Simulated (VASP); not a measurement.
SnTe, 2 atoms in the cell. Symmetry: Fm-3m, No. 225, cubic system. Conventional cell: a = 6.313 Å, b = 6.313 Å, c = 6.313 Å, α = 90.00°, β = 90.00°, γ = 90.00°. Sn (site symmetry m-3m) has 6 Te at 3.16 Å within 4.2 Å. Within 4.2 Å of Te (site symmetry m-3m) lie 6 Sn at 3.16 Å. 

- Program: VASP 6.6.1
- Task: single point
- Functional: PBE
- Potentials or basis: VASP PAW PBE potentials, release 64 (Sn_d, Te)
- Cutoff: 500 eV
- k mesh: 6 × 6 × 6
- Occupations: tetrahedron
- Spin: no spin polarisation
- Dipole correction: no
- Further INCAR settings: ALGO = Normal; EDIFF = 1e-06; NBANDS = 17

Potentials or basis: VASP PAW PBE potentials, release 64 (Sn_d, Te).

Run with:

```bash
$ cat potpaw_PBE.64/Sn_d/POTCAR potpaw_PBE.64/Te/POTCAR > POTCAR
$ mpirun -np 1 vasp_std > vasp.out
```

Hardware: 1 thread of Intel Xeon 6975P-C, on a shared host.

Q: Estimate the wall time of this run.

A: Run time: 20 s on 1 thread of Intel Xeon 6975P-C (shared host), peak memory 0.2 GiB. Counts: scf iterations 12, k points 16.
